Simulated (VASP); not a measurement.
Input of a VASP 6.6.1 run:

The input INCAR:

```
ALGO = Normal
EDIFF = 1E-6
EDIFFG = -0.01
ENCUT = 600
GGA = PE
IBRION = 2
ISIF = 4
ISMEAR = 0
LASPH = T
LCHARG = F
LREAL = F
LWAVE = F
NELM = 100
NSW = 50
PREC = Accurate
SIGMA = 0.02
```

The input KPOINTS:

```
k-points
0
Gamma
  9 9 6
```

POSCAR

```
ZnO
1.0
    3.2125323947      0.0000000000      0.0000000000
   -1.6062661974      2.7821346643      0.0000000000
    0.0000000000      0.0000000000      5.1855680777
Zn O
2 2
Direct
    0.3333333333      0.6666666667      0.4999662192
    0.6666666667      0.3333333333     -0.0000337808
    0.6666666667      0.3333333333      0.3790437808
    0.3333333333      0.6666666667      0.8790437808
```

Potentials or basis: VASP PAW PBE potentials, release 64 (Zn, O).

Launch:

```sh
$ cat potpaw_PBE.64/Zn/POTCAR potpaw_PBE.64/O/POTCAR > POTCAR
$ mpirun -np 1 vasp_std > vasp.out
```

Question: Estimate the band gap on the k mesh.

Answer: 0.82 eV, direct.

Forces in eV/Å, atoms in the order of the input:
```
Zn   0.000  0.000  0.005
Zn   0.000  0.000  0.005
O    0.000  0.000 -0.005
O    0.000  0.000 -0.005
```

Caveat: the relaxation stopped at its first step, so nothing moved.
